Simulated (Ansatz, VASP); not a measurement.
# CdTe: VASP beside Ansatz

```
CELL_PARAMETERS angstrom
0.00000 3.16168 3.16168
3.16168 0.00000 3.16168
3.16168 3.16168 0.00000
ATOMIC_POSITIONS crystal
Te 0.75000 0.75000 0.75000
Cd 0.00000 0.00000 0.00000
```

Alike in both runs: task single point; functional r2SCAN; k mesh 7 × 7 × 7; occupations fermi-dirac, width 0.05 eV; non-collinear spin, spin-orbit coupling.

|  | VASP | Ansatz |
| --- | --- | --- |
| version | VASP 6.6.1 | Ansatz 0.2.0 |
| potentials or method | VASP PAW PBE potentials, release 64 (Te, Cd) | Ansatz PAW |
| plane-wave cutoff (eV) | 520 | 500 |
| valence electrons in the cell | 18 | 36 |

Ansatz gave:

* pressure (GPa): 5.6
* net moment per atom (μB): 0.00

Task: What did VASP give for the same quantities?

Result: Pressure (GPa): 5.8; net moment per atom (μB): 0.00.

VASP's potentials were made for PBE, not for r2SCAN. VASP's potentials hold 18 valence electrons a cell and Ansatz's 36, so a difference there can come from the potentials and not from the codes.

Noted on Ansatz's run: odd divisions of the mesh miss points on the zone boundary, where band edges often lie, so the gap on the mesh can be too wide.
